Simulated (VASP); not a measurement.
Set up this calculation in VASP 6.6.1, as the native input.

```yaml
Task: single point
Functional: PBE
Potentials_or_basis: VASP PAW PBE potentials, release 64 (Rb_sv, Cr_pv, P)
Cutoff: 520 eV
k_mesh: 6 × 6 × 6
Occupations: gaussian, width 0.1 eV
Spin: collinear spin, ferromagnetic start
Starting_moments: "[0.0, 3.0, 0.0, 0.0] μB"
Dipole_correction: no
Further_INCAR_settings: ALGO = Normal; EDIFF = 1e-07; NBANDS = 28
```

The structure of RbCrP2 lies in POSCAR:

```
RbCrP2
1.0
    1.9145670056      1.1053757760      6.7372160189
   -1.9145670056      1.1053757760      6.7372160189
    0.0000000000     -2.2107515522      6.7372160189
Rb Cr P
1 1 2
Direct
    0.0000000000      0.0000000000      0.0000000000
    0.5000000000      0.5000000000      0.5000000000
    0.2220000000      0.2220000000      0.2220000000
    0.7780000000      0.7780000000      0.7780000000
```

One way to write it, as run:

INCAR

```
ALGO = Normal ; EDIFF = 1E-7
ENCUT = 520 ; GGA = PE
ISIF = 2 ; ISMEAR = 0
ISPIN = 2 ; LASPH = T
LCHARG = F ; LMAXMIX = 4
LORBIT = 11 ; LREAL = F
LWAVE = F ; MAGMOM = 0 3 0 0
NBANDS = 28 ; NELM = 150
PREC = Accurate ; SIGMA = 0.1
```

KPOINTS

```
k-points
0
Gamma
  6 6 6
```

Potentials or basis: VASP PAW PBE potentials, release 64 (Rb_sv, Cr_pv, P).

Command:

```bash
$ cat potpaw_PBE.64/Rb_sv/POTCAR potpaw_PBE.64/Cr_pv/POTCAR potpaw_PBE.64/P/POTCAR > POTCAR
$ mpirun -np 1 vasp_std > vasp.out
```

It gave:

```yaml
Pressure: -0.4 GPa
Largest_force: 1.424 eV/Å
Net_moment: 2.02 μB per cell
Site_moments: Rb -0.01; Cr +2.39; P -0.15 μB
Valence_electrons_inside_the_program's_atomic_spheres: Rb 7.36; Cr 10.68; P 2.47
```

Caveat: a cell with one magnetic atom can't hold antiferromagnetic order, which such compounds often take; forces of over 1 eV/Å act on the atoms, so gaps and moduli don't describe the material at rest.

Run time: 9.5 min on 1 thread of Intel(R) Xeon(R) Platinum 8488C (Sapphire Rapids), on a shared host, peak memory 0.59 GiB.
